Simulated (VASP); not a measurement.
Here is a VASP 6.6.1 calculation.

INCAR

```
SYSTEM = La
  PREC = Accurate
  ENCUT = 600
  EDIFF = 1E-6
  ISMEAR = -1
  SIGMA = 0.05
  LREAL = .FALSE.
  LASPH = .TRUE.
  NELM = 100
  ALGO = Normal
  ISIF = 3
  LWAVE = .FALSE.
  LCHARG = .FALSE.
  GGA = PE
  IBRION = 2
  NSW = 60
  EDIFFG = -0.005
```

KPOINTS

```
regular mesh
0
G
  13 13 13
  0 0 0
```

File POSCAR:

```
La
1.0
   -2.1053153331      2.1053153331      2.1053153331
    2.1053153331     -2.1053153331      2.1053153331
    2.1053153331      2.1053153331     -2.1053153331
La
1
Direct
    0.0000000000      0.0000000000      0.0000000000
```

Potentials or basis: VASP PAW PBE potentials, release 64 (La).

Command:

```console
$ cat potpaw_PBE.64/La/POTCAR > POTCAR
$ mpirun -np 1 vasp_std > vasp.out
```

Task: Estimate the relaxed cell.

Result: a = 3.661 Å, b = 3.661 Å, c = 3.661 Å, α = 109.47°, β = 109.47°, γ = 109.47°.

Task: Estimate the space group after relaxing (to 0.05 Å).

Result: Im-3m (No. 229).

Task: What does it give for the relaxed volume?

Result: 37.76 Å³/atom.

The path:
| step | energy change (eV) | largest force (eV/Å) | pressure (GPa) | volume (Å³) |
| --- | --- | --- | --- | --- |
| 1 | 0.0000 | 0.0000 | 0.32 | 37.33 |
| 2 | -0.0005 | 0.0000 | 0.03 | 37.73 |
| 3 | -0.0005 | 0.0000 | 0.01 | 37.76 |
